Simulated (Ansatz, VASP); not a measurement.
**One calculation of BaTiO3, two programs**

File INCAR:

```
SYSTEM = BaTiO3
  PREC = Accurate
  ENCUT = 520
  EDIFF = 1E-6
  ISMEAR = 0
  SIGMA = 0.02
  LREAL = .False.
  LASPH = .True.
  NELM = 80
  ALGO = Normal
  ISIF = 2
  LWAVE = .False.
  LCHARG = .False.
  GGA = PE
  NBANDS = 28
```

The input KPOINTS:

```
regular mesh
0
Gamma
  9 9 9
  0 0 0
```

File POSCAR:

```
BaTiO3
1.0
    2.8928783951      1.6702125337      2.1549503046
   -2.8155182399      1.4440232050      2.2198666419
   -0.1572056271     -3.1603485853      2.2198765288
Ba Ti O
1 1 3
Direct
    0.0518568532      0.0217993185      0.0217993185
    0.4699031342      0.4718853780      0.4718853780
    0.5026439038      0.4794290036      0.0254863153
   -0.0078477951      0.5205999846      0.5205999846
    0.5026439038      0.0254863153      0.4794290036
```

Input for Ansatz:

```yaml
crystal:
  lattice:
    - [2.8928783951, 1.6702125337, 2.1549503046]
    - [-2.8155182399, 1.444023205, 2.2198666419]
    - [-0.1572056271, -3.1603485853, 2.2198765288]
  atoms:
    - { symbol: Ba, position: [0.0518568532, 0.0217993185, 0.0217993185] }
    - { symbol: Ti, position: [0.4699031342, 0.471885378, 0.471885378] }
    - { symbol: O, position: [0.5026439038, 0.4794290036, 0.0254863153] }
    - { symbol: O, position: [-0.0078477951, 0.5205999846, 0.5205999846] }
    - { symbol: O, position: [0.5026439038, 0.0254863153, 0.4794290036] }
basis:
  ecutwfc: 420
kpoints:
  mp_grid: { grid: [9, 9, 9] }
hamiltonian:
  xc: pbe
scf:
  occupations: { method: gaussian, width: 0.02 }
output:
  forces: true
  stress: true
  eigenvalues: true
```

Alike in both runs: task single point; functional PBE; k mesh 9 × 9 × 9; occupations gaussian, width 0.02 eV; no spin polarisation.

|  | VASP | Ansatz |
| --- | --- | --- |
| version | VASP 6.6.1 | Ansatz 0.2.0 |
| potentials or method | VASP PAW PBE potentials, release 64 (Ba_sv, Ti_sv, O), cutoff 520 eV | scalar-relativistic, plane waves, PAW |
| valence electrons in the cell | 40 | 40 |

```tsv
	VASP	Ansatz	Ansatz less VASP
gap on the k mesh at the Fermi level (eV)	2.37	2.44	+0.069
least direct gap on the mesh (eV)	2.55	2.58	+0.030
pressure (GPa)	34.1	31.2	-2.91
traceless stress, the component that is largest in VASP (GPa)	-16.00	-15.44	+0.555
rms of the force components (eV/Å)	2.014	1.901	-0.1131
```

Atom by atom the forces differ by 0.133 eV/Å (rms over components). Both programs put the cell under a high pressure, so it lies far from rest at this level. Ansatz's warnings: near symmetry operations not taken.

Neither program's run includes spin-orbit coupling.
